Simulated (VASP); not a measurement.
A run of VASP 6.6.1:

The input INCAR:

```
PREC = Accurate
ENCUT = 520
EDIFF = 1E-7
ISMEAR = 1
SIGMA = 0.02
LREAL = False
LASPH = True
NELM = 60
ALGO = Normal
ISIF = 2
LWAVE = False
LCHARG = False
GGA = PS
NBANDS = 31
```

KPOINTS

```
regular mesh
0
Gamma
  6 6 6
```

The input POSCAR:

```
SrCd3
1.0
    0.0000000000      3.6569217493      3.6569217493
    3.6569217493      0.0000000000      3.6569217493
    3.6569217493      3.6569217493      0.0000000000
Sr Cd
1 3
Direct
    0.0000000000      0.0000000000      0.0000000000
    0.2500000000      0.2500000000      0.2500000000
    0.7500000000      0.7500000000      0.7500000000
    0.5000000000      0.5000000000      0.5000000000
```

Potentials or basis: VASP PAW PBE potentials, release 64 (Sr_sv, Cd).

The run is started by

```sh
$ cat potpaw_PBE.64/Sr_sv/POTCAR potpaw_PBE.64/Cd/POTCAR > POTCAR
$ mpirun -np 1 vasp_std > vasp.out
```

Hardware: 1 thread of Intel Xeon 8259CL, with other jobs on the host.

Estimate the wall time of this run.

It took 73 s on 1 thread of Intel Xeon 8259CL, on a shared host, peak memory 0.25 GiB. Counts: scf iterations 13, k points 16.
